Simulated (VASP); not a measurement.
Here is a VASP 6.6.1 calculation.

The input INCAR:

```
SYSTEM = Zr12C
  ALGO = Normal
  EDIFF = 1E-7
  ENCUT = 520
  GGA = PE
  ISIF = 2
  ISMEAR = -1
  LASPH = .True.
  LCHARG = .False.
  LREAL = .False.
  LWAVE = .False.
  NBANDS = 86
  NELM = 100
  PREC = Accurate
  SIGMA = 0.1
```

Contents of KPOINTS:

```
k-points
0
Gamma
  3 2 3
  0 0 0
```

The input POSCAR:

```
Zr12C
1.0
    6.4600000000      0.0000000000      0.0000000000
   -4.8450000000      8.3917860000      0.0000000000
    0.0000000000      0.0000000000      5.1453900000
Zr C
12 1
Direct
    0.0039368783      0.0250840524      0.0020600965
    0.2180919054      0.2501493723      0.4694687866
    0.0136960867      0.3378899319     -0.0121079257
    0.1879847001      0.5472613339      0.5374908413
    0.0121940299      0.6813567458     -0.0384227435
    0.1054175523      0.8704225775      0.4592071738
    0.4797841326      0.0133344678     -0.0069576845
    0.6781326887      0.2163544209      0.4757656854
    0.5199940388      0.3508073252     -0.0240020679
    0.6872458298      0.5676384026      0.4755713367
    0.5354260607      0.6915691129      0.0249543766
    0.6763810855      0.9212222523      0.5064533495
    0.3178451756      0.7582414518      0.2333545173
```

Potentials or basis: VASP PAW PBE potentials, release 64 (Zr_sv, C).

The run is started by

```bash
$ cat potpaw_PBE.64/Zr_sv/POTCAR potpaw_PBE.64/C/POTCAR > POTCAR
$ mpirun -np 1 vasp_std > vasp.out
```

Question: Predict the pressure.

Answer: 3.2 GPa.

Question: Estimate the largest force.

Answer: 2.243 eV/Å.

Stress tensor (GPa, compression positive):
```
 2.26 -0.12 -0.71
-0.12  3.70  0.74
-0.71  0.74  3.62
```

Caveat: the k points lie up to 0.41 Å⁻¹ apart; the atoms stand as in a frame of molecular dynamics.
